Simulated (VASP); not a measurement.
Input of a VASP 6.6.1 run:

The input INCAR:

```
SYSTEM = KBr
ALGO     = Normal         ! electronic algorithm
EDIFF    = 1E-7           ! SCF threshold, eV
ENCUT    = 520            ! plane-wave cutoff, eV
ISIF     = 2              ! what is computed and relaxed
ISMEAR   = 0              ! smearing method
LASPH    = .TRUE.         ! aspherical terms in the spheres
LCHARG   = .FALSE.        ! write CHGCAR
LREAL    = .FALSE.        ! projectors in reciprocal space
LWAVE    = .FALSE.        ! write WAVECAR
NBANDS   = 15             ! bands
NELM     = 100            ! most SCF steps
PREC     = Accurate       ! precision mode
SIGMA    = 0.05           ! smearing width, eV
```

The input KPOINTS:

```
k-points
0
G
  6 6 6
  0 0 0
```

Contents of POSCAR:

```
KBr
1.0
    0.0000000000      3.2925000000      3.3418875000
    3.2925000000      0.0000000000      3.3418875000
    3.2925000000      3.2925000000      0.0000000000
K Br
1 1
Direct
    0.0000000000      0.0000000000      0.0000000000
    0.5000000000      0.5000000000      0.5000000000
```

Potentials or basis: VASP PAW LDA potentials, release 64 (K_sv, Br).

Command:

```console
$ cat potpaw_LDA.64/K_sv/POTCAR potpaw_LDA.64/Br/POTCAR > POTCAR
$ mpirun -np 1 vasp_std > vasp.out
```

(1) Predict the band gap on the k mesh.

(2) Predict the pressure.

## Answers

(1) 4.02 eV, direct.

(2) -1.7 GPa.

Caveat: the cell differs from its parent crystal (strain +0.000 along x and y, +0.015 along z).
